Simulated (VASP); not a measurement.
# WSe2 in VASP: notebook

WSe2 is run at these levels: PBEsol; tasks: single point.

Everything below comes from runs of VASP 6.6.1. Logs are shortened: lines on timing, memory, paths and dates and some standing lists are left out, and cuts for length are marked.

## 1. The cell of the first run

The cell holds a slab with vacuum, 3 atoms: a = 3.270 Å, b = 3.270 Å, c = 15.661 Å, α = 90.00°, β = 90.00°, γ = 120.00°.

## 2. Single point, PBEsol (48.35 Å³/atom)

File INCAR:

```
SYSTEM = WSe2
ALGO = Normal
EDIFF = 1E-6
ENCUT = 520
GGA = PS
ISIF = 2
ISMEAR = 0
LASPH = .TRUE.
LCHARG = .FALSE.
LREAL = .FALSE.
LWAVE = .FALSE.
NBANDS = 20
NELM = 100
PREC = Accurate
SIGMA = 0.02
```

File KPOINTS:

```
k-points
0
G
  12 12 2
  0 0 0
```

File POSCAR:

```
WSe2
1.0
    3.2702773351      0.0000000000      0.0000000000
   -1.6351386676      2.8321432496      0.0000000000
    0.0000000000      0.0000000000     15.6613077886
W Se
1 2
Direct
    0.0000000000      0.0000000000      0.0000000000
    0.3333333333      0.6666666667      0.1068033168
    0.3333333333      0.6666666667      0.8931966832
```

Potentials or basis: VASP PAW PBE potentials, release 64 (W_sv, Se).

The run is started by

```bash
> cat potpaw_PBE.64/W_sv/POTCAR potpaw_PBE.64/Se/POTCAR > POTCAR
> mpirun -np 1 vasp_std > vasp.out
```

OUTCAR:

```text
SYSTEM = WSe2
   EDIFF = 1E-6
   ENCUT = 520
   GGA = PS
   ISIF = 2
   ISMEAR = 0
   LASPH = .TRUE.
   LREAL = .FALSE.
   NELM = 100
   PREC = Accurate

 ion  position               nearest neighbor table
   1  0.000  0.000  0.000-   2 2.52   3 2.52   2 2.52   3 2.52   2 2.52   3 2.52
   2  0.333  0.667  0.107-   1 2.52   1 2.52   1 2.52
   3  0.333  0.667  0.893-   1 2.52   1 2.52   1 2.52

  LATTYP: Found a hexagonal cell.
 ALAT       =     3.2702773351
 C/A-ratio  =     4.7889845979

  Lattice vectors:

 A1 = (   3.2702773351,   0.0000000000,   0.0000000000)
 A2 = (  -1.6351386676,   2.8321432496,   0.0000000000)
 A3 = (   0.0000000000,   0.0000000000,  15.6613077886)

Analysis of symmetry for initial positions (statically):
=====================================================================
 Subroutine PRICEL returns:
 Original cell was already a primitive cell.

 Routine SETGRP: Setting up the symmetry group for a
 hexagonal supercell.

 Subroutine GETGRP returns: Found 12 space group operations
 (whereof 12 operations were pure point group operations)
 out of a pool of 24 trial point group operations.

The static configuration has the point symmetry D_3h.

Analysis of symmetry for dynamics (positions and initial velocities):
=====================================================================
 Subroutine PRICEL returns:
 Original cell was already a primitive cell.

 Routine SETGRP: Setting up the symmetry group for a
 hexagonal supercell.

 Subroutine GETGRP returns: Found 12 space group operations
 (whereof 12 operations were pure point group operations)
 out of a pool of 24 trial point group operations.

The dynamic configuration has the point symmetry D_3h.

 Subroutine INISYM returns: Found 12 space group operations
 (whereof 12 operations are pure point group operations),
 and found     1 'primitive' translations

----------------------------------------------------------------------------------------

                                     Primitive cell

  volume of cell :     145.0534

  direct lattice vectors                    reciprocal lattice vectors
     3.270277335  0.000000000  0.000000000     0.305784463  0.176544742  0.000000000
    -1.635138668  2.832143250  0.000000000     0.000000000  0.353089484  0.000000000
     0.000000000  0.000000000 15.661307789     0.000000000  0.000000000  0.063851628

  length of vectors
     3.270277335  3.270277335 15.661307789     0.353089484  0.353089484  0.063851628

  position of ions in fractional coordinates (direct lattice)
     0.000000000  0.000000000  0.000000000
     0.333333333  0.666666667  0.106803317
     0.333333333  0.666666667  0.893196683

  ion indices of the primitive-cell ions
   primitive index   ion index
                 1           1
                 2           2
                 3           3

----------------------------------------------------------------------------------------

 KPOINTS: k-points

Automatic generation of k-mesh.
 Grid dimensions read from file:
 generate k-points for:   12   12    2

 Generating k-lattice:

  Cartesian coordinates                     Fractional coordinates (reciprocal lattice)
     0.025482039  0.014712062  0.000000000     0.083333333 -0.000000000  0.000000000
     0.000000000  0.029424124  0.000000000     0.000000000  0.083333333  0.000000000
     0.000000000  0.000000000  0.031925814     0.000000000  0.000000000  0.500000000

  Length of vectors
     0.029424124  0.029424124  0.031925814

  Shift w.r.t. Gamma in fractional coordinates (k-lattice)
     0.000000000  0.000000000  0.000000000

 Subroutine IBZKPT returns following result:
 ===========================================

 Found     38 irreducible k-points:

 Following reciprocal coordinates:
            Coordinates               Weight
  0.000000  0.000000  0.000000      1.000000
  0.083333  0.000000  0.000000      6.000000
  0.166667 -0.000000  0.000000      6.000000
  0.250000  0.000000  0.000000      6.000000
  0.333333  0.000000  0.000000      6.000000
  0.416667  0.000000  0.000000      6.000000
[... 16 lines left out ...]
  0.250000  0.000000  0.500000      6.000000
  0.333333  0.000000  0.500000      6.000000
 [... further k-points ...]
   k-points           NKPTS =     38   k-points in BZ     NKDIM =     38   number of bands    NBANDS=     20
   number of dos      NEDOS =    301   number of ions     NIONS =      3
   total plane-waves  NPLWV =  69120
   dimension x,y,z NGX =    24 NGY =   24 NGZ =  120
   dimension x,y,z NGXF=    48 NGYF=   48 NGZF=  240
   ions per type =               1   2
   NGX,Y,Z   is equivalent  to a cutoff of  12.20, 12.20, 12.74 a.u.
   NGXF,Y,Z  is equivalent  to a cutoff of  24.40, 24.40, 25.48 a.u.
 SYSTEM =  WSe2
   PREC   = accura    normal or accurate (medium, high low for compatibility)
   ISTART =      0    job   : 0-new  1-cont  2-samecut
   ICHARG =      2    charge: 1-file 2-atom 10-const
   ISPIN  =      1    spin polarized calculation?
   LNONCOLLINEAR =      F non collinear calculations
   LSORBIT =      F    spin-orbit coupling
   LASPH  =      T    aspherical Exc in radial PAW
   ENCUT  =  520.0 eV  38.22 Ry    6.18 a.u.   6.08  6.08 29.12*2*pi/ulx,y,z
   NELM   =    100;   NELMIN=  2; NELMDL= -5     # of ELM steps
   EDIFF  = 0.1E-05   stopping-criterion for ELM
   LREAL  =      F    real-space projection
   EDIFFG = 0.1E-04   stopping-criterion for IOM
   NSW    =      0    number of steps for IOM
   IBRION =     -1    ionic relax: 0-MD 1-quasi-New 2-CG
   NFREE  =      0    steps in history (QN), initial steepest desc. (CG)
   ISIF   =      2    stress and relaxation
   ISYM   =      2    0-nonsym 1-usesym 2-fastsym
   POTIM  = 0.5000    time-step for ionic-motion
   TEBEG  =    0.0;   TEEND  =   0.0 temperature during run
   PSTRESS=    0.0 pullay stress
   NELECT =      26.0000    total number of electrons
   NUPDOWN=      -1.0000    fix difference up-down
   EMIN   =  10.00;   EMAX   =-10.00  energy-range for DOS
   EFERMI =   0.00;   METHOD = LEGACY
   ISMEAR =     0;   SIGMA  =   0.02  broadening in eV -4-tet -1-fermi 0-gaus
   EFERMI_NEDOS =   21; number of points for ismear=-14 and -15
   IALGO  =     38    algorithm
   IMIX   =      4    mixing-type and parameters
     AMIX     =   0.40;   BMIX     =  1.00
     AMIX_MAG =   1.60;   BMIX_MAG =  1.00
  volume/ion in A,a.u.               =      48.35       326.29
  Fermi-wavevector in a.u.,A,eV,Ry     =   0.923046  1.744304 11.592353  0.852014
  Thomas-Fermi vector in A             =   2.048640
   LORBIT       =      0    0 simple, 1 ext, 2 COOP (PROOUT), +10 PAW based schemes
   GGA     = PS    functional components
   LHFCALC =     F    Hartree Fock is set to
   AEXX    =    0.0000 exact exchange contribution
   IVDW    =     0    specifies the selected vdW correction
   LEPSILON=     F    determine dielectric tensor
   LRPA    =     F    only Hartree local field effects (RPA)
 non-spin polarized calculation
 Gauss-broadening in eV      SIGMA  =   0.02
  energy-cutoff  :      520.00
  volume of cell :      145.05
 maximum number of plane-waves:      3972
   NGX = 13   NGY = 13   NGZ = 59

 number of electron      25.9999999 magnetization

 Free energy of the ion-electron system (eV)
  ---------------------------------------------------
  ext. energy  EPLUGINS =         0.00000000
  ---------------------------------------------------
  free energy    TOTEN  =       -23.23490988 eV

  energy without entropy =      -23.23490988  energy(sigma->0) =      -23.23490988

 E-fermi :  -0.3482     XC(G=0):  -5.1529

 val. band max:       -0.5440143511   @ k =   0.3333   0.3333   0.0000
 cond. band min:       1.1446178913   @ k =   0.1667   0.1667   0.0000
 fundamental gap:      1.6886322424
 Fermi energy:        -0.3482241508

 k-point     1 :       0.0000    0.0000    0.0000
  band No.  band energies     occupation
      1     -74.4882      2.00000
      2     -38.7542      2.00000
      3     -38.6035      2.00000
      4     -38.6035      2.00000
      5     -15.4453      2.00000
      6     -14.1438      2.00000
[... 12 lines left out ...]
     19       4.5500      0.00000
     20       4.7655      0.00000

 k-point     2 :       0.0833    0.0000    0.0000
  band No.  band energies     occupation
      1     -74.4874      2.00000
      2     -38.7509      2.00000
      3     -38.6206      2.00000
      4     -38.6075      2.00000
      5     -15.3369      2.00000
      6     -14.0896      2.00000
[... 12 lines left out ...]
     19       4.6929      0.00000
     20       5.1768      0.00000

 k-point     3 :       0.1667   -0.0000    0.0000
  band No.  band energies     occupation
      1     -74.4853      2.00000
      2     -38.7419      2.00000
      3     -38.6670      2.00000
      4     -38.6184      2.00000
      5     -15.0260      2.00000
      6     -13.9343      2.00000
[... 12 lines left out ...]
     19       5.0872      0.00000
     20       5.8992      0.00000

 k-point     4 :       0.2500    0.0000    0.0000
  band No.  band energies     occupation
      1     -74.4825      2.00000
      2     -38.7297      2.00000
      3     -38.7297      2.00000
      4     -38.6332      2.00000
      5     -14.5571      2.00000
      6     -13.7025      2.00000
[... 12 lines left out ...]
     19       5.6738      0.00000
     20       6.2809      0.00000

 k-point     5 :       0.3333    0.0000    0.0000
  band No.  band energies     occupation
      1     -74.4796      2.00000
      2     -38.7917      2.00000
      3     -38.7174      2.00000
      4     -38.6479      2.00000
      5     -14.0157      2.00000
      6     -13.4419      2.00000
[... 12 lines left out ...]
     19       6.0762      0.00000
     20       6.2662      0.00000
[... 353 lines left out ...]
      6     -14.0896      2.00000
[... 12 lines left out ...]
     19       4.3114      0.00000
     20       5.5417      0.00000

 k-point    22 :       0.1667   -0.0000    0.5000
  band No.  band energies     occupation
      1     -74.4853      2.00000
      2     -38.7419      2.00000
      3     -38.6669      2.00000
      4     -38.6183      2.00000
      5     -15.0260      2.00000
      6     -13.9342      2.00000
[... 12 lines left out ...]
     19       4.8053      0.00000
     20       6.4367      0.00000

 k-point    23 :       0.2500    0.0000    0.5000
  band No.  band energies     occupation
      1     -74.4825      2.00000
      2     -38.7297      2.00000
      3     -38.7297      2.00000
      4     -38.6332      2.00000
      5     -14.5571      2.00000
      6     -13.7025      2.00000
[... 12 lines left out ...]
     19       5.3107      0.00000
     20       6.6997      0.00000

 k-point    24 :       0.3333    0.0000    0.5000
  band No.  band energies     occupation
      1     -74.4797      2.00000
      2     -38.7917      2.00000
      3     -38.7174      2.00000
      4     -38.6479      2.00000
      5     -14.0157      2.00000
      6     -13.4419      2.00000
[... 12 lines left out ...]
     19       6.0545      0.00000
     20       6.2169      0.00000

 [... further k-points ...]
[... 5 lines left out ...]
  --------------------------------------------------------------------------------------
  -------------------------------------------------------------------------------------
  Total        0.1387453      0.1387453      0.1953834     -0.0000000      0.0000000     -0.0000000
  in kB        1.5325020      1.5325020      2.1580948     -0.0000000      0.0000000     -0.0000000
  external PRESSURE =       1.7410329 kB  Pullay stress =       0.0000000 kB

 VOLUME and BASIS-vectors are now :
 -----------------------------------------------------------------------------
  energy-cutoff  :      520.00
  volume of cell :      145.05
      direct lattice vectors                 reciprocal lattice vectors
     3.270277335  0.000000000  0.000000000     0.305784463  0.176544742  0.000000000
    -1.635138668  2.832143250  0.000000000     0.000000000  0.353089484  0.000000000
     0.000000000  0.000000000 15.661307789     0.000000000  0.000000000  0.063851628

 POSITION                                       TOTAL-FORCE (eV/Angst)
 -----------------------------------------------------------------------------------
      0.00000      0.00000      0.00000         0.000000     -0.000000      0.000000
     -0.00000      1.88810      1.67268        -0.000000      0.000000      0.061806
     -0.00000      1.88810     13.98863        -0.000000     -0.000000     -0.061806
 -----------------------------------------------------------------------------------
    total drift:                                0.000000     -0.000000     -0.000000

  FREE ENERGIE OF THE ION-ELECTRON SYSTEM (eV)
  ---------------------------------------------------
  free  energy   TOTEN  =       -23.2349098811 eV

  energy  without entropy=      -23.2349098811  energy(sigma->0) =      -23.23490988
```

Run time: 55 s. Hardware: 1 thread of Intel Xeon 6975P-C (Granite Rapids), shared host; peak memory 0.3 GiB.

Results:

```
Free energy            : -23.2349 eV
Largest force          : 0.062 eV/Å
Band gap on the k mesh : 1.69 eV
```

Forces on the atoms (eV/Å):
```
W    0.000  0.000  0.000
Se   0.000  0.000  0.062
Se   0.000  0.000 -0.062
```

Caveat: there is no dipole correction, which matters where the two faces differ; the PAW data sets were made with another functional, which shifts forces and pressure a little; spin-orbit coupling is left out, which moves the levels of the heavy elements.

## 3. Single point, PBEsol (49.89 Å³/atom)

This run uses another cell than the first one.

File INCAR:

```
SYSTEM = WSe2
  PREC = Accurate
  ENCUT = 520
  EDIFF = 1E-6
  ISMEAR = 0
  SIGMA = 0.02
  LREAL = .False.
  LASPH = .True.
  NELM = 80
  ALGO = Normal
  ISIF = 2
  LWAVE = .False.
  LCHARG = .False.
  GGA = PS
  NBANDS = 20
```

File KPOINTS:

```
Automatic mesh
0
Gamma
  12 12 2
  0 0 0
```

File POSCAR:

```
WSe2
1.0
    3.2702227260      0.0000000000      0.0000000000
   -1.6351113630      2.8320959567      0.0000000000
    0.0000000000      0.0000000000     16.1616765116
W Se
1 2
Direct
    0.0000000000      0.0000000000      0.0000000000
    0.3333333333      0.6666666667      0.1034977084
    0.3333333333      0.6666666667      0.8965022916
```

Potentials or basis: VASP PAW PBE potentials, release 64 (W_sv, Se).

The run is started by

```bash
> cat potpaw_PBE.64/W_sv/POTCAR potpaw_PBE.64/Se/POTCAR > POTCAR
> mpirun -np 1 vasp_std > vasp.out
```

Wall time 79 s (1 thread of Intel Xeon 6975P-C (Granite Rapids), shared host); peak memory 0.31 GiB.

Results (log left out):

- Free energy: -23.2349 eV
- Largest force: 0.062 eV/Å
- Band gap on the k mesh: 1.69 eV

Forces on the atoms (eV/Å):
```
W    0.000  0.000  0.000
Se   0.000  0.000  0.062
Se   0.000  0.000 -0.062
```

Levels at points of the mesh, in eV from the valence-band top:
| k point | band 11 | band 12 | band 13 | band 14 | band 15 | band 16 |
| --- | --- | --- | --- | --- | --- | --- |
| (0.00, 0.00, 0.00) | -1.18 | -1.18 | -0.41 | 3.06 | 3.06 | 3.26 |
| (0.50, 0.00, 0.00) | -2.18 | -1.02 | -0.85 | 2.53 | 2.86 | 3.76 |
| (0.00, 0.00, 0.50) | -1.18 | -1.18 | -0.41 | 3.06 | 3.06 | 3.26 |
| (0.50, 0.00, 0.50) | -2.18 | -1.02 | -0.85 | 2.53 | 2.86 | 3.76 |

Caveat: there is no dipole correction, which matters where the two faces differ; the PAW data sets were made with another functional, which shifts forces and pressure a little; spin-orbit coupling is left out, which moves the levels of the heavy elements.
